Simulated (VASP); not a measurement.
# Ge in VASP: notebook

Runs on Ge. Level: PBE. Tasks: single point.

Everything below comes from runs of VASP 6.6.1. Logs are shortened: lines on timing, memory, paths and dates and some standing lists are left out, and cuts for length are marked.

### 1 The cell of the first run

It takes space group R-3m (No. 166, trigonal). The conventional cell has a = 3.940 Å, b = 3.940 Å, c = 10.093 Å, α = 90.00°, β = 90.00°, γ = 120.00°. Within 3.2 Å of Ge (site symmetry 3m) lie 4 Ge at 2.43 to 2.52 Å.

### 2 Single point, PBE (equal xy, yz and zx shear strains of +3 %)

The input, INCAR:

```
PREC = Accurate
ENCUT = 520
EDIFF = 1E-7
ISMEAR = -1
SIGMA = 0.05
LREAL = F
LASPH = T
NELM = 100
ALGO = Normal
ISIF = 2
LWAVE = F
LCHARG = T
GGA = PE
LELF = T
LVHAR = T
NBANDS = 21
```

The input, KPOINTS:

```
Automatic mesh
0
Gamma
  10 10 10
```

The input, POSCAR:

```
Ge
1.0
    0.0848631000      2.8712015500      2.8712015500
    2.8712015500      0.0848631000      2.8712015500
    2.8712015500      2.8712015500      0.0848631000
Ge
2
Direct
    0.5000000000      0.5000000000      0.5000000000
    0.7500000000      0.7500000000      0.7500000000
```

Potentials or basis: VASP PAW PBE potentials, release 64 (Ge_d).

On the command line:

```sh
$ cat potpaw_PBE.64/Ge_d/POTCAR > POTCAR
$ mpirun -np 1 vasp_std > vasp.out
```

OUTCAR:

```text
PREC = Accurate
   ENCUT = 520
   EDIFF = 1E-7
   ISMEAR = -1
   LREAL = F
   LASPH = T
   NELM = 100
   ISIF = 2
   GGA = PE

 ion  position               nearest neighbor table
   1  0.500  0.500  0.500-   2 2.43   2 2.43   2 2.43   2 2.52
   2  0.750  0.750  0.750-   1 2.43   1 2.43   1 2.43   1 2.52

  LATTYP: Found a trigonal (rhomboedric) cell.
 ALAT       =     4.0613788825
 COS(alpha) =     0.5293254421

  Lattice vectors:

 A1 = (   0.0848631000,   2.8712015500,   2.8712015500)
 A2 = (   2.8712015500,   0.0848631000,   2.8712015500)
 A3 = (   2.8712015500,   2.8712015500,   0.0848631000)

Analysis of symmetry for initial positions (statically):
=====================================================================
 Subroutine PRICEL returns:
 Original cell was already a primitive cell.

 Routine SETGRP: Setting up the symmetry group for a
 trigonal (rhombohedral) supercell.

 Subroutine GETGRP returns: Found 12 space group operations
 (whereof  6 operations were pure point group operations)
 out of a pool of 12 trial point group operations.

The static configuration has the point symmetry C_3v.
 The point group associated with its full space group is D_3d.

Analysis of symmetry for dynamics (positions and initial velocities):
=====================================================================
 Subroutine PRICEL returns:
 Original cell was already a primitive cell.

 Routine SETGRP: Setting up the symmetry group for a
 trigonal (rhombohedral) supercell.

 Subroutine GETGRP returns: Found 12 space group operations
 (whereof  6 operations were pure point group operations)
 out of a pool of 12 trial point group operations.

The dynamic configuration has the point symmetry C_3v.
 The point group associated with its full space group is D_3d.

 Subroutine INISYM returns: Found 12 space group operations
 (whereof  6 operations are pure point group operations),
 and found     1 'primitive' translations

----------------------------------------------------------------------------------------

                                     Primitive cell

  volume of cell :      45.2410

  direct lattice vectors                    reciprocal lattice vectors
     0.084863100  2.871201550  2.871201550    -0.182060278  0.176833667  0.176833667
     2.871201550  0.084863100  2.871201550     0.176833667 -0.182060278  0.176833667
     2.871201550  2.871201550  0.084863100     0.176833667  0.176833667 -0.182060278

  length of vectors
     4.061378882  4.061378882  4.061378882     0.309331920  0.309331920  0.309331920

  position of ions in fractional coordinates (direct lattice)
     0.500000000  0.500000000  0.500000000
     0.750000000  0.750000000  0.750000000

  ion indices of the primitive-cell ions
   primitive index   ion index
                 1           1
                 2           2

----------------------------------------------------------------------------------------

 KPOINTS: Automatic mesh

Automatic generation of k-mesh.
 Grid dimensions read from file:
 generate k-points for:   10   10   10

 Generating k-lattice:

  Cartesian coordinates                     Fractional coordinates (reciprocal lattice)
    -0.018206028  0.017683367  0.017683367     0.100000000 -0.000000000 -0.000000000
     0.017683367 -0.018206028  0.017683367    -0.000000000  0.100000000 -0.000000000
     0.017683367  0.017683367 -0.018206028    -0.000000000 -0.000000000  0.100000000

  Length of vectors
     0.030933192  0.030933192  0.030933192

  Shift w.r.t. Gamma in fractional coordinates (k-lattice)
     0.000000000  0.000000000  0.000000000

 Subroutine IBZKPT returns following result:
 ===========================================

 Found    116 irreducible k-points:

 Following reciprocal coordinates:
            Coordinates               Weight
  0.000000  0.000000  0.000000      1.000000
  0.100000 -0.000000 -0.000000      6.000000
  0.200000 -0.000000 -0.000000      6.000000
  0.300000  0.000000  0.000000      6.000000
  0.400000  0.000000 -0.000000      6.000000
  0.500000  0.000000 -0.000000      3.000000
[... 16 lines left out ...]
  0.300000  0.300000  0.000000      6.000000
  0.400000  0.300000  0.000000     12.000000
 [... further k-points ...]
   k-points           NKPTS =    116   k-points in BZ     NKDIM =    116   number of bands    NBANDS=     21
   number of dos      NEDOS =    301   number of ions     NIONS =      2
   total plane-waves  NPLWV =  27000
   dimension x,y,z NGX =    30 NGY =   30 NGZ =   30
   dimension x,y,z NGXF=    60 NGYF=   60 NGZF=   60
   ions per type =               2
   NGX,Y,Z   is equivalent  to a cutoff of  12.28, 12.28, 12.28 a.u.
   NGXF,Y,Z  is equivalent  to a cutoff of  24.56, 24.56, 24.56 a.u.
 SYSTEM =  unknown system
   PREC   = accura    normal or accurate (medium, high low for compatibility)
   ISTART =      0    job   : 0-new  1-cont  2-samecut
   ICHARG =      2    charge: 1-file 2-atom 10-const
   ISPIN  =      1    spin polarized calculation?
   LNONCOLLINEAR =      F non collinear calculations
   LSORBIT =      F    spin-orbit coupling
   LASPH  =      T    aspherical Exc in radial PAW
   ENCUT  =  520.0 eV  38.22 Ry    6.18 a.u.   7.55  7.55  7.55*2*pi/ulx,y,z
   NELM   =    100;   NELMIN=  2; NELMDL= -5     # of ELM steps
   EDIFF  = 0.1E-06   stopping-criterion for ELM
   LREAL  =      F    real-space projection
   EDIFFG = 0.1E-05   stopping-criterion for IOM
   NSW    =      0    number of steps for IOM
   IBRION =     -1    ionic relax: 0-MD 1-quasi-New 2-CG
   NFREE  =      0    steps in history (QN), initial steepest desc. (CG)
   ISIF   =      2    stress and relaxation
   ISYM   =      2    0-nonsym 1-usesym 2-fastsym
   POTIM  = 0.5000    time-step for ionic-motion
   TEBEG  =    0.0;   TEEND  =   0.0 temperature during run
   PSTRESS=    0.0 pullay stress
   NELECT =      28.0000    total number of electrons
   NUPDOWN=      -1.0000    fix difference up-down
   EMIN   =  10.00;   EMAX   =-10.00  energy-range for DOS
   EFERMI =   0.00;   METHOD = LEGACY
   ISMEAR =    -1;   SIGMA  =   0.05  broadening in eV -4-tet -1-fermi 0-gaus
   EFERMI_NEDOS =   21; number of points for ismear=-14 and -15
   IALGO  =     38    algorithm
   IMIX   =      4    mixing-type and parameters
     AMIX     =   0.40;   BMIX     =  1.00
     AMIX_MAG =   1.60;   BMIX_MAG =  1.00
  volume/ion in A,a.u.               =      22.62       152.65
  Fermi-wavevector in a.u.,A,eV,Ry     =   1.395136  2.636425 26.482452  1.946405
  Thomas-Fermi vector in A             =   2.518618
   LORBIT       =      0    0 simple, 1 ext, 2 COOP (PROOUT), +10 PAW based schemes
   GGA     = PE    functional components
   LHFCALC =     F    Hartree Fock is set to
   AEXX    =    0.0000 exact exchange contribution
   IVDW    =     0    specifies the selected vdW correction
   LEPSILON=     F    determine dielectric tensor
   LRPA    =     F    only Hartree local field effects (RPA)
 non-spin polarized calculation
  energy-cutoff  :      520.00
  volume of cell :       45.24
 maximum number of plane-waves:      1267
   NGX = 15   NGY = 15   NGZ = 15

 number of electron      28.0000012 magnetization

 Free energy of the ion-electron system (eV)
  ---------------------------------------------------
  ext. energy  EPLUGINS =         0.00000000
  ---------------------------------------------------
  free energy    TOTEN  =        -8.97484540 eV

  energy without entropy =       -8.97413375  energy(sigma->0) =       -8.97448957

 E-fermi :   5.0009     XC(G=0):  -9.9286

 val. band max:        4.9396119923   @ k =   0.0000   0.0000   0.0000
 cond. band min:       5.0329721931   @ k =   0.0000   0.0000   0.0000
 fundamental gap:      0.0933602008
 Fermi energy:         5.0009193979

 k-point     1 :       0.0000    0.0000    0.0000
  band No.  band energies     occupation
      1     -19.8348      2.00000
      2     -19.8348      2.00000
      3     -19.7891      2.00000
      4     -19.7831      2.00000
      5     -19.7831      2.00000
      6     -19.6017      2.00000
[... 13 lines left out ...]
     20      14.5025      0.00000
     21      14.5025      0.00000

 k-point     2 :       0.1000   -0.0000   -0.0000
  band No.  band energies     occupation
      1     -19.8391      2.00000
      2     -19.8340      2.00000
      3     -19.7997      2.00000
      4     -19.7754      2.00000
      5     -19.7698      2.00000
      6     -19.6032      2.00000
[... 13 lines left out ...]
     20      13.6683      0.00000
     21      13.8369      0.00000

 k-point     3 :       0.2000   -0.0000   -0.0000
  band No.  band energies     occupation
      1     -19.8465      2.00000
      2     -19.8323      2.00000
      3     -19.8071      2.00000
      4     -19.7595      2.00000
      5     -19.7556      2.00000
      6     -19.6059      2.00000
[... 13 lines left out ...]
     20      13.2236      0.00000
     21      13.3937      0.00000

 k-point     4 :       0.3000    0.0000    0.0000
  band No.  band energies     occupation
      1     -19.8515      2.00000
      2     -19.8305      2.00000
      3     -19.8089      2.00000
      4     -19.7471      2.00000
      5     -19.7442      2.00000
      6     -19.6063      2.00000
[... 13 lines left out ...]
     20      13.4548      0.00000
     21      13.8777      0.00000

 k-point     5 :       0.4000    0.0000   -0.0000
  band No.  band energies     occupation
      1     -19.8537      2.00000
      2     -19.8285      2.00000
      3     -19.8082      2.00000
      4     -19.7445      2.00000
      5     -19.7341      2.00000
      6     -19.6114      2.00000
[... 13 lines left out ...]
     20      14.8278      0.00000
     21      15.2363      0.00000
[... 382 lines left out ...]
     20      14.6913      0.00000
     21      16.6522      0.00000

 k-point    22 :      -0.2000    0.2000    0.0000
  band No.  band energies     occupation
      1     -19.8603      2.00000
      2     -19.8300      2.00000
      3     -19.8041      2.00000
      4     -19.7455      2.00000
      5     -19.7203      2.00000
      6     -19.6336      2.00000
[... 13 lines left out ...]
     20      15.1043      0.00000
     21      15.7186      0.00000

 k-point    23 :       0.3000    0.3000    0.0000
  band No.  band energies     occupation
      1     -19.8545      2.00000
      2     -19.8391      2.00000
      3     -19.8136      2.00000
      4     -19.7344      2.00000
      5     -19.6984      2.00000
      6     -19.6751      2.00000
[... 13 lines left out ...]
     20      16.0226      0.00000
     21      16.2364      0.00000

 k-point    24 :       0.4000    0.3000    0.0000
  band No.  band energies     occupation
      1     -19.8635      2.00000
      2     -19.8392      2.00000
      3     -19.8022      2.00000
      4     -19.7196      2.00000
      5     -19.7019      2.00000
      6     -19.6710      2.00000
[... 13 lines left out ...]
     20      16.5706      0.00000
     21      16.8780      0.00000

 [... further k-points ...]

------------------------ aborting loop because EDIFF is reached ----------------------------------------

  FORCE on cell =-STRESS in cart. coord.  units (eV):
  Direction    XX          YY          ZZ          XY          YZ          ZX
  --------------------------------------------------------------------------------------
  -------------------------------------------------------------------------------------
  Total        1.1077511      1.1077511      1.1077511     -0.6834558     -0.6834558     -0.6834558
  in kB       39.2301679     39.2301679     39.2301679    -24.2040718    -24.2040718    -24.2040718
  external PRESSURE =      39.2301679 kB  Pullay stress =       0.0000000 kB

 VOLUME and BASIS-vectors are now :
 -----------------------------------------------------------------------------
  energy-cutoff  :      520.00
  volume of cell :       45.24
      direct lattice vectors                 reciprocal lattice vectors
     0.084863100  2.871201550  2.871201550    -0.182060278  0.176833667  0.176833667
     2.871201550  0.084863100  2.871201550     0.176833667 -0.182060278  0.176833667
     2.871201550  2.871201550  0.084863100     0.176833667  0.176833667 -0.182060278

 POSITION                                       TOTAL-FORCE (eV/Angst)
 -----------------------------------------------------------------------------------
      2.91363      2.91363      2.91363         0.236613      0.236613      0.236613
      4.37045      4.37045      4.37045        -0.236613     -0.236613     -0.236613
 -----------------------------------------------------------------------------------
    total drift:                                0.000000     -0.000000     -0.000000

  FREE ENERGIE OF THE ION-ELECTRON SYSTEM (eV)
  ---------------------------------------------------
  free  energy   TOTEN  =        -8.9748453999 eV

  energy  without entropy=       -8.9741337455  energy(sigma->0) =       -8.97448957
```

Wall time 54 s (1 thread of Intel Xeon Platinum 8488C (Sapphire Rapids), shared host); peak memory 0.22 GiB.

What came out:

```yaml
Free_energy: -8.9748 eV
Pressure: 3.9 GPa
Largest_force: 0.410 eV/Å
Band_gap_on_the_k_mesh: zero (filled and empty bands touch)
```

Forces on the atoms (eV/Å):
```
Ge   0.237  0.237  0.237
Ge  -0.237 -0.237 -0.237
```

Stress tensor (GPa, compression positive):
```
 3.92 -2.42 -2.42
-2.42  3.92 -2.42
-2.42 -2.42  3.92
```

Levels at points of the mesh, in eV from the Fermi level:
```
           k point  band 12  band 13  band 14  band 15  band 16  band 17
(0.00, 0.00, 0.00)    -0.07    -0.06     0.03     0.03     2.23     2.78
(0.50, 0.00, 0.00)    -7.65    -1.49    -1.46     0.05     3.48     3.95
(0.50, 0.50, 0.00)    -8.75    -3.21    -2.93     0.59     0.93     9.37
(0.50, 0.50, 0.50)    -7.47    -1.19    -1.19     0.56     3.89     3.89
```

Caveat: the cell differs from its parent crystal (equal xy, yz and zx shear strains of +3 %); the cell stands under pressure; semilocal functionals underestimate gaps, so a narrow gap can read as zero.

### 3 Single point, PBE, non-collinear spin, zero start, spin-orbit coupling

The input, INCAR:

```
PREC = Accurate ; ENCUT = 520
EDIFF = 1E-7 ; ISMEAR = -1
SIGMA = 0.05 ; LREAL = F
LASPH = T ; NELM = 150
ALGO = Normal ; ISIF = 2
LWAVE = F ; LCHARG = F
LNONCOLLINEAR = T ; MAGMOM = 0 0 0 0 0 0
LORBIT = 11 ; LSORBIT = T
GGA_COMPAT = F ; LORBMOM = T
GGA = PE ; NBANDS = 40
```

KPOINTS is that of step 2.

The input, POSCAR:

```
Ge
1.0
    0.0000000000      2.8287700000      2.8287700000
    2.8287700000      0.0000000000      2.8287700000
    2.8287700000      2.8287700000      0.0000000000
Ge
2
Direct
    0.5000000000      0.5000000000      0.5000000000
    0.7500000000      0.7500000000      0.7500000000
```

Potentials or basis: VASP PAW PBE potentials, release 64 (Ge_d).

On the command line:

```sh
$ cat potpaw_PBE.64/Ge_d/POTCAR > POTCAR
$ mpirun -np 1 vasp_ncl > vasp.out
```

OUTCAR:

```text
PREC = Accurate
   ENCUT = 520
   EDIFF = 1E-7
   ISMEAR = -1
   LREAL = F
   LASPH = T
   NELM = 150
   ISIF = 2
   LNONCOLLINEAR = T
   LORBIT = 11
   LSORBIT = T
   GGA = PE

 ion  position               nearest neighbor table
   1  0.500  0.500  0.500-   2 2.45   2 2.45   2 2.45   2 2.45
   2  0.750  0.750  0.750-   1 2.45   1 2.45   1 2.45   1 2.45

  LATTYP: Found a face centered cubic cell.
 ALAT       =     5.6575400000

  Lattice vectors:

 A1 = (   0.0000000000,   2.8287700000,   2.8287700000)
 A2 = (   2.8287700000,   0.0000000000,   2.8287700000)
 A3 = (   2.8287700000,   2.8287700000,   0.0000000000)

Analysis of symmetry for initial positions (statically):
=====================================================================
 Subroutine PRICEL returns:
 Original cell was already a primitive cell.

 Routine SETGRP: Setting up the symmetry group for a
 face centered cubic supercell.

 Subroutine GETGRP returns: Found 48 space group operations
 (whereof 24 operations were pure point group operations)
 out of a pool of 48 trial point group operations.
[... 1298 lines left out ...]
     0.0000000     0.0000000     0.0000000     0.0000000     0.0000000     0.0000000     0.0000000
     0.0000000     0.0000000     0.0000000     0.0000000     0.0000000     0.0000000     0.0000000
     0.0000000     0.0000000     0.0000000     0.0000000     0.0000000     0.0000000     0.0000000
     0.0000000     0.0000000     0.0000000     0.0000000     0.0000000     0.0000000     0.0000000
     0.0000000     0.0000000     0.0000000     0.0000000     0.0000000     0.0000000     0.0000000
     0.0000000     0.0000000     0.0000000     0.0000000     0.0000000     0.0000000     0.0000000

 Ion:    2  E_soc:     -0.0183374
 l=   1
     0.0000000    -0.0021056    -0.0021056
    -0.0021056     0.0000000    -0.0021056
    -0.0021056    -0.0021056     0.0000000
 l=   2
     0.0000000    -0.0001900     0.0000000    -0.0001900    -0.0007606
    -0.0001900     0.0000000    -0.0005705    -0.0001900    -0.0001902
     0.0000000    -0.0005705     0.0000000    -0.0005705     0.0000000
    -0.0001900    -0.0001900    -0.0005705     0.0000000    -0.0001902
    -0.0007606    -0.0001902     0.0000000    -0.0001902     0.0000000
 l=   3
     0.0000000     0.0000000     0.0000000     0.0000000     0.0000000     0.0000000     0.0000000
     0.0000000     0.0000000     0.0000000     0.0000000     0.0000000     0.0000000     0.0000000
     0.0000000     0.0000000     0.0000000     0.0000000     0.0000000     0.0000000     0.0000000
     0.0000000     0.0000000     0.0000000     0.0000000     0.0000000     0.0000000     0.0000000
     0.0000000     0.0000000     0.0000000     0.0000000     0.0000000     0.0000000     0.0000000
     0.0000000     0.0000000     0.0000000     0.0000000     0.0000000     0.0000000     0.0000000
     0.0000000     0.0000000     0.0000000     0.0000000     0.0000000     0.0000000     0.0000000

 total charge

# of ion       s       p       d       tot
------------------------------------------
    1        1.130   1.265  10.024  12.418
    2        1.130   1.265  10.024  12.418
--------------------------------------------------
tot          2.259   2.530  20.048  24.837

 magnetization (x)

# of ion       s       p       d       tot
------------------------------------------
    1        0.000  -0.000  -0.000  -0.000
    2        0.000  -0.000   0.000  -0.000
--------------------------------------------------
tot          0.000  -0.000  -0.000  -0.000

 magnetization (y)

# of ion       s       p       d       tot
------------------------------------------
    1       -0.000   0.000  -0.000  -0.000
    2       -0.000  -0.000   0.000  -0.000
--------------------------------------------------
tot         -0.000  -0.000  -0.000  -0.000

 magnetization (z)

# of ion       s       p       d       tot
------------------------------------------
    1       -0.000  -0.000   0.000  -0.000
    2        0.000  -0.000   0.000  -0.000
--------------------------------------------------
tot          0.000  -0.000   0.000  -0.000
```

stdout:

```text
POSCAR found type information on POSCAR Ge
 POSCAR found :  1 types and       2 ions
 scaLAPACK will be used
 LDA part: xc-table for (Slater+PW92), standard interpolation
 POSCAR, INCAR and KPOINTS ok, starting setup
 FFT: planning ... GRIDC
 FFT: planning ... GRID_SOFT
 FFT: planning ... GRID
 WAVECAR not read
 entering main loop
```

Run time: 86 s. Hardware: 1 thread of Intel Xeon 6975P-C (Granite Rapids), shared host; peak memory 0.32 GiB.

What came out:

```yaml
Free_energy: -9.0249 eV
Pressure: 3.6 GPa
Net_moment: 0.00 μB per cell
Valence_electrons_inside_the_program's_atomic_spheres: Ge 12.42
```

Moments on the atoms (μB; x, y, z):
```
Ge  0.00 0.00 0.00
Ge  0.00 0.00 0.00
```

Caveat: the cell stands under pressure.
